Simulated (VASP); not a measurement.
Input of a VASP 6.6.1 run:

INCAR

```
SYSTEM = C
ALGO = Normal ; EDIFF = 1E-6
ENCUT = 520 ; ISIF = 2
ISMEAR = -1 ; LASPH = .TRUE.
LCHARG = .FALSE. ; LREAL = .FALSE.
LWAVE = .FALSE. ; NBANDS = 11
NELM = 100 ; PREC = Accurate
SIGMA = 0.05
```

File KPOINTS:

```
k-points
0
G
  11 11 11
  0 0 0
```

Contents of POSCAR:

```
C
1.0
    1.2280287114      0.7090027071      3.3470114498
   -1.2280287114      0.7090027071      3.3470114498
    0.0000000000     -1.4180054142      3.3470114498
C
2
Direct
    1.0998942802      0.8994168828      0.8994168951
    0.2334390536      0.1005830393      0.1005832324
```

Potentials or basis: VASP PAW LDA potentials, release 64 (C).

Launch:

```console
$ cat potpaw_LDA.64/C/POTCAR > POTCAR
$ mpirun -np 1 vasp_std > vasp.out
```

**Question.** What does it give for the pressure?

**Answer.** -39.0 GPa.

**Question.** Predict the largest force.

**Answer.** 0.013 eV/Å.

**Question.** What does it give for the band gap on the k mesh?

**Answer.** Zero (band 4 reaches 9.29 eV, above the bottom of band 5 at 2.75 eV).

Forces in eV/Å, atoms in the order of the input:
```
C    0.011  0.006 -0.003
C   -0.011 -0.006  0.003
```
